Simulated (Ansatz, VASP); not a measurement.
Cu2H3 in VASP and in Ansatz

```
Cu H
1.0
     3.67394    0.00000    0.00000
     0.00000    3.67394    0.00000
     0.00000    0.00000    3.18535
Cu H
2 3
Direct
  0.00000 0.50000 0.50000
  0.50000 0.00000 0.50000
  0.00000 0.50000 0.00000
  0.50000 0.00000 0.00000
  0.50000 0.50000 0.50000
```

Alike in both runs: functional PBE; k mesh 10 × 10 × 12; occupations gaussian, width 0.1 eV; no spin polarisation.

Ansatz relaxed the structure, and its values are those at the end. VASP's run is a single point on that final structure, the one shown.

|  | VASP | Ansatz |
| --- | --- | --- |
| version | VASP 6.6.1 | Ansatz 0.2.0 |
| potentials or method | VASP PAW PBE potentials, release 64 (Cu, H), cutoff 520 eV | scalar-relativistic, plane waves, PAW |
| valence electrons in the cell | 25 | 41 |

Ansatz gave:

```
gap on the k mesh at the Fermi level (eV) : none
pressure (GPa)                            : 0.0
```

Estimate VASP's values.

gap on the k mesh at the Fermi level (eV): none; pressure (GPa): 0.3.

A gap of «none» marks a metal or a gap that the smearing closes. VASP's potentials hold 25 valence electrons a cell and Ansatz's 41, so a difference there can come from the potentials and not from the codes.
